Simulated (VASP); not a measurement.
Na2Ru, 3 atoms in the cell. It takes space group P6/mmm (No. 191, hexagonal). The conventional cell has a = 5.320 Å, b = 5.320 Å, c = 2.413 Å, α = 90.00°, β = 90.00°, γ = 120.00°. Na (site symmetry -6m2) has 5 Na at 2.41 to 3.07 Å and 3 Ru at 3.07 Å within 3.2 Å. Within 3.2 Å of Ru (site symmetry 6/mmm) lie 2 Ru at 2.41 Å and 6 Na at 3.07 Å. The cell was built from a structure type or drawn by symmetry, and may not be a known phase.

| Item | Value |
| --- | --- |
| Program | VASP 6.6.1 |
| Task | single point |
| Functional | PBE |
| Potentials or basis | VASP PAW PBE potentials, release 64 (Na_pv, Ru_pv) |
| Cutoff | 520 eV |
| k mesh | 6 × 6 × 8 |
| Occupations | gaussian, width 0.1 eV |
| Spin | collinear spin, ferromagnetic start |
| Starting moments | [0.0, 0.0, 1.0] μB |
| Dipole correction | no |
| Further INCAR settings | ALGO = Normal; EDIFF = 1e-06; NBANDS = 25 |

Potentials or basis: VASP PAW PBE potentials, release 64 (Na_pv, Ru_pv).

Command:

```sh
$ cat potpaw_PBE.64/Na_pv/POTCAR potpaw_PBE.64/Ru_pv/POTCAR > POTCAR
$ mpirun -np 1 vasp_std > vasp.out
```

Hardware: 1 thread of Intel Xeon 8259CL, on a shared host.

How long does it take, and how much memory?

It took 2.2 min on 1 thread of Intel Xeon 8259CL, with other jobs on the host, peak memory 0.24 GiB. Counts: scf iterations 14, k points 35.
